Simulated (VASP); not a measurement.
Write the native input for VASP 6.6.1 that does the following.

```yaml
Task: single point
Functional: PBE
Potentials_or_basis: VASP PAW PBE potentials, release 64 (Ir)
Cutoff: 520 eV
k_mesh: 20 × 20 × 20
Occupations: gaussian, width 0.15 eV
Spin: no spin polarisation
Dipole_correction: no
Further_INCAR_settings: ALGO = Fast; EDIFF = 1e-06; NBANDS = 10
```

The structure of Ir lies in POSCAR:

```
Ir
1.0
    0.0000000000      1.9351816027      2.0077509128
    1.9351816027      0.0000000000      2.0077509128
    1.9351816027      1.9351816027      0.0000000000
Ir
1
Direct
    0.0000000000      0.0000000000      0.0000000000
```

This cell differs from its parent crystal: engineering shear strain xy +0.0000, normal strain along z +0.0375.

One way to write it, as run:

INCAR

```
SYSTEM = Ir
PREC = Accurate
ENCUT = 520
EDIFF = 1E-6
ISMEAR = 0
SIGMA = 0.15
LREAL = .FALSE.
LASPH = .TRUE.
NELM = 100
ALGO = Fast
ISIF = 2
LWAVE = .FALSE.
LCHARG = .FALSE.
GGA = PE
NBANDS = 10
```

KPOINTS

```
Automatic mesh
0
G
  20 20 20
  0 0 0
```

Potentials or basis: VASP PAW PBE potentials, release 64 (Ir).

The run is started by

```bash
$ cat potpaw_PBE.64/Ir/POTCAR > POTCAR
$ mpirun -np 1 vasp_std > vasp.out
```

Results of the run:

The pressure is -11.0 GPa and the band gap on the k mesh is zero (an odd number of electrons rules out a gap without spin polarisation).

Caveat: the cell differs from its parent crystal (engineering shear strain xy +0.0000, normal strain along z +0.0375); the cell stands under tension; spin-orbit coupling is left out, which moves the levels of the heavy elements.

Run time: 70 s on 1 thread of Intel Xeon 8259CL, on a shared host, peak memory 0.23 GiB.
